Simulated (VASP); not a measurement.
Set up this calculation in VASP 6.6.1, as the native input.

```
Task                   : single point
Functional             : PBE
Potentials or basis    : VASP PAW PBE potentials, release 64 (Rh_pv)
Cutoff                 : 520 eV
k mesh                 : 22 × 22 × 22
Occupations            : gaussian, width 0.15 eV
Spin                   : no spin polarisation
Dipole correction      : no
Further INCAR settings : ALGO = Fast; EDIFF = 1e-06; NBANDS = 14
```

The structure of Rh lies in POSCAR:

```
Rh
1.0
    0.0000000000      1.9993155989      1.8507664499
    1.9993155989      0.0000000000      1.8507664499
    1.9993155989      1.9993155989      0.0000000000
Rh
1
Direct
    0.0000000000      0.0000000000      0.0000000000
```

This cell differs from its parent crystal: volume 14.796 Å^3 an atom, c/a of the conventional cell 0.9257.

The input as run:

INCAR

```
PREC     = Accurate       # precision mode
ENCUT    = 520            # plane-wave cutoff, eV
EDIFF    = 1E-6           # SCF threshold, eV
ISMEAR   = 0              # smearing method
SIGMA    = 0.15           # smearing width, eV
LREAL    = F              # projectors in reciprocal space
LASPH    = T              # aspherical terms in the spheres
NELM     = 100            # most SCF steps
ALGO     = Fast           # electronic algorithm
ISIF     = 2              # what is computed and relaxed
LWAVE    = F              # write WAVECAR
LCHARG   = T              # write CHGCAR
GGA      = PE             # functional
LELF     = T              # ELF
LVHAR    = T            
NBANDS   = 14             # bands
```

KPOINTS

```
regular mesh
0
Gamma
  22 22 22
```

Potentials or basis: VASP PAW PBE potentials, release 64 (Rh_pv).

Command:

```bash
$ cat potpaw_PBE.64/Rh_pv/POTCAR > POTCAR
$ mpirun -np 1 vasp_std > vasp.out
```

Results of the run:

```yaml
Pressure: -10.9 GPa
```

It took 81 s on 1 thread of Intel(R) Xeon(R) Platinum 8488C (Sapphire Rapids), on a shared host, peak memory 0.26 GiB.
